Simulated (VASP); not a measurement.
A run of VASP 6.6.1:

The input INCAR:

```
PREC = Accurate
ENCUT = 600
EDIFF = 1E-7
ISMEAR = 0
SIGMA = 0.1
LREAL = F
LASPH = T
NELM = 60
ALGO = Normal
ISIF = 3
LWAVE = F
LCHARG = F
GGA = PE
IBRION = 2
NSW = 100
EDIFFG = -0.01
```

File KPOINTS:

```
regular mesh
0
Gamma
  10 10 6
```

File POSCAR:

```
HfB10
1.0
    4.1866926821      0.0000000000      0.0000000000
    0.0000000000      4.1866926821      0.0000000000
    0.0000000000      0.0000000000      5.9853206257
Hf B
1 10
Direct
    0.0000000000      0.0000000000      0.0000000000
    0.3009170331      0.0000000000      0.6579232612
    0.6990829669      0.0000000000      0.6579232612
    0.0000000000      0.3009170331      0.6579232612
    0.0000000000      0.6990829669      0.6579232612
    0.6990829669      0.0000000000      0.3420767388
    0.3009170331      0.0000000000      0.3420767388
    0.0000000000      0.3009170331      0.3420767388
    0.0000000000      0.6990829669      0.3420767388
    0.5000000000      0.5000000000      0.3544275103
    0.5000000000      0.5000000000      0.6455724897
```

Potentials or basis: VASP PAW PBE potentials, release 64 (Hf_pv, B).

The run is started by

```sh
$ cat potpaw_PBE.64/Hf_pv/POTCAR potpaw_PBE.64/B/POTCAR > POTCAR
$ mpirun -np 1 vasp_std > vasp.out
```

Hardware: 1 thread of Intel(R) Xeon(R) Platinum 8375C CPU @ 2.90GHz (Ice Lake), on a shared host.

**Question.** How long does it take, and how much memory?

**Answer.** Run time: 20 min on 1 thread of Intel(R) Xeon(R) Platinum 8375C CPU @ 2.90GHz (Ice Lake), on a shared host, peak memory 0.42 GiB. Counts: scf iterations 65, k points 84, ion steps 8.
